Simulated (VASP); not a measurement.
## Tl: single point with PBE

Tl:

```
CELL_PARAMETERS angstrom
0.00000 2.19349 2.19349
2.19349 0.00000 2.19349
2.19349 2.19349 0.00000
ATOMIC_POSITIONS crystal
Tl 0.00000 0.00000 0.00000
```

This cell differs from its parent crystal: volume scaled by 1.04.

- Program: VASP 6.6.1
- Task: single point
- Functional: PBE
- Potentials or basis: VASP PAW PBE potentials, release 64 (Tl_d)
- Cutoff: 520 eV
- k mesh: 16 × 16 × 16
- Occupations: fermi-dirac, width 0.05 eV
- Spin: no spin polarisation

| Item | Value |
| --- | --- |
| Pressure | 30.4 GPa |

Levels at points of the mesh, in eV from the Fermi level:
```
           k point  band 4  band 5  band 6  band 7  band 8  band 9
(0.00, 0.00, 0.00)  -12.44  -11.86  -11.86   10.96   12.62   12.62
(0.50, 0.00, 0.00)  -11.35  -11.35   -5.27   -4.57   10.17   10.17
(0.50, 0.50, 0.00)  -11.22  -11.22   -3.10   -2.83    4.47    4.47
```

It took 14 s on 1 thread of Intel(R) Xeon(R) 6975P-C (Granite Rapids) (shared host), peak memory 0.16 GiB.

Caveat: spin-orbit coupling is left out, which moves the levels of the heavy elements.
